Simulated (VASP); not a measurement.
The system is TlCl.

```
CELL_PARAMETERS angstrom
3.79363 0.00000 0.00000
0.00000 3.79363 0.00000
0.00000 0.00000 3.79363
ATOMIC_POSITIONS crystal
Tl 0.00000 0.00000 0.00000
Cl 0.50000 0.50000 0.50000
```

Base run:

- Program: VASP 6.6.1
- Functional: r2SCAN
- Potentials or basis: VASP PAW PBE potentials, release 64 (Tl_d, Cl)
- Cutoff: 550 eV
- k mesh: 4 × 4 × 4
- Occupations: gaussian, width 0.01 eV
- Spin: no spin polarisation

Its results: band gap on the k mesh 2.42 eV, direct; pressure 1.1 GPa.

Task: After a change of settings the same cell gave: band gap on the k mesh 1.99 eV, direct; pressure 2.3 GPa. Which change was it?
A. functional from r2SCAN to PBE0; cutoff from 550 eV to 400 eV
B. functional from r2SCAN to HSE06; cutoff from 550 eV to 400 eV
C. functional from r2SCAN to PBE; cutoff from 550 eV to 500 eV

Result: C.

r2SCAN gives the wider gap, since meta-GGAs in the generalised Kohn-Sham scheme recover part of the derivative discontinuity.

Caveats: spin-orbit coupling is left out, which moves the levels of the heavy elements; the PAW data sets were made with another functional, which shifts forces and pressure a little (some runs).
